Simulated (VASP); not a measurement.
**Se: electric field gradients with PBE**

Se:

```
Se
1.0
     5.71862    3.30165    1.48611
    -5.71862    3.30165    1.48611
     0.00000   -6.60330    1.48611
Se
6
Direct
  0.28066 0.16251 0.91818
  0.91818 0.28066 0.16251
  0.16251 0.91818 0.28066
  0.71934 0.83749 0.08182
  0.08182 0.71934 0.83749
  0.83749 0.08182 0.71934
```

This cell differs from its parent crystal: volume scaled by 1.02.

| Item | Value |
| --- | --- |
| Program | VASP 6.6.1 |
| Task | electric field gradients |
| Functional | PBE |
| Potentials or basis | VASP PAW PBE potentials, release 64 (Se) |
| Cutoff | 520 eV |
| k mesh | 6 × 6 × 6 |
| Occupations | fermi-dirac, width 0.01 eV |
| Spin | no spin polarisation |
| Dipole correction | no |
| Further INCAR settings | ALGO = Normal; EDIFF = 1e-08; NBANDS = 27 |

| Item | Value |
| --- | --- |
| Pressure | 1.7 GPa |
| Largest force | 0.284 eV/Å |
| Band gap on the k mesh | 1.16 eV, indirect (least direct gap 1.40 eV) |

Forces in eV/Å, atoms in the order of the input:
```
Se   0.128  0.206  0.148
Se  -0.242  0.008  0.148
Se   0.114 -0.214  0.148
Se  -0.128 -0.206 -0.148
Se   0.242 -0.008 -0.148
Se  -0.114  0.214 -0.148
```

Stress tensor (GPa, compression positive):
```
1.63 0.00 0.00
0.00 1.63 0.00
0.00 0.00 1.80
```

Levels at points of the mesh, in eV from the valence-band top:
```csv
k point,band 16,band 17,band 18,band 19,band 20,band 21
"(0.00, 0.00, 0.00)",-0.77,-0.67,-0.67,1.70,1.70,2.50
"(0.50, 0.00, 0.00)",-0.91,-0.37,-0.35,1.66,1.82,2.54
"(0.50, 0.50, 0.00)",-1.14,-0.88,-0.38,1.42,1.70,2.25
"(0.50, 0.50, 0.50)",-1.27,-1.27,0.00,1.40,1.40,1.87
```

Electric field gradients, principal values (V/Å²):
| atom | least | middle | greatest (by size) |
| --- | --- | --- | --- |
| 1 Se | 202.862 | 358.007 | -560.869 |
| 2 Se | 202.862 | 358.007 | -560.869 |
| 3 Se | 202.862 | 358.007 | -560.869 |
| 4 Se | 202.862 | 358.007 | -560.869 |
| 5 Se | 202.862 | 358.007 | -560.869 |
| 6 Se | 202.862 | 358.007 | -560.869 |

Wall time 7 min on 1 thread of Oxide Virtual Turin-like Processor (shared host), peak memory 0.36 GiB.

Caveat: without QUAD_EFG the Cq values of the log hold for a quadrupole moment of 1 mb, not for the nuclei. A k mesh can miss the band edges.
